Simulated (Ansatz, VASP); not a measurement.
Si in VASP and in Ansatz

INCAR

```
PREC = Accurate ; ENCUT = 520
EDIFF = 1E-8 ; ISMEAR = -1
SIGMA = 0.08 ; LREAL = F
LASPH = T ; NELM = 60
ALGO = Normal ; ISIF = 2
LWAVE = F ; LCHARG = F
GGA = CA ; LEFG = T
NBANDS = 11
```

The input KPOINTS:

```
regular mesh
0
Gamma
  12 12 12
```

POSCAR

```
Si
1.0
    0.0000000000      2.7334537691      2.7334537691
    2.7334537691      0.0000000000      2.7334537691
    2.7334537691      2.7334537691      0.0000000000
Si
2
Direct
    0.5000000000      0.5000000000      0.5000000000
    0.7500000000      0.7500000000      0.7500000000
```

Input for Ansatz:

```yaml
crystal:
  lattice:
    - [0.0, 2.7334537691, 2.7334537691]
    - [2.7334537691, 0.0, 2.7334537691]
    - [2.7334537691, 2.7334537691, 0.0]
  atoms:
    - { symbol: Si, position: [0.5, 0.5, 0.5] }
    - { symbol: Si, position: [0.75, 0.75, 0.75] }
kpoints:
  mp_grid: { grid: [12, 12, 12] }
scf:
  occupations: { method: fermi_dirac, width: 0.08 }
hamiltonian:
  xc: lda
  pseudopotentials: { kind: all_electron, datasets: crystal }
output:
  forces: true
  stress: true
  eigenvalues: true
  efg: { contact_densities: true }
```

Change from the starting cell: volume scaled by 1.02, crystal datasets.

Alike in both runs: task electric field gradients; functional LDA; k mesh 12 × 12 × 12; occupations fermi-dirac, width 0.08 eV; no spin polarisation.

|  | VASP | Ansatz |
| --- | --- | --- |
| version | VASP 6.6.1 | Ansatz 0.2.0 |
| potentials or method | VASP PAW LDA potentials, release 64 (Si), cutoff 520 eV | all-electron PAW with datasets made for the crystal, scalar-relativistic |

|  | VASP | Ansatz | Ansatz less VASP |
| --- | --- | --- | --- |
| pressure (GPa) | -3.2 | -3.3 | -0.08 |

LDA's correlation is that of Perdew and Zunger in VASP and of Perdew and Wang (1992) in Ansatz. Ansatz ran all-electron here, and VASP with PAW potentials.
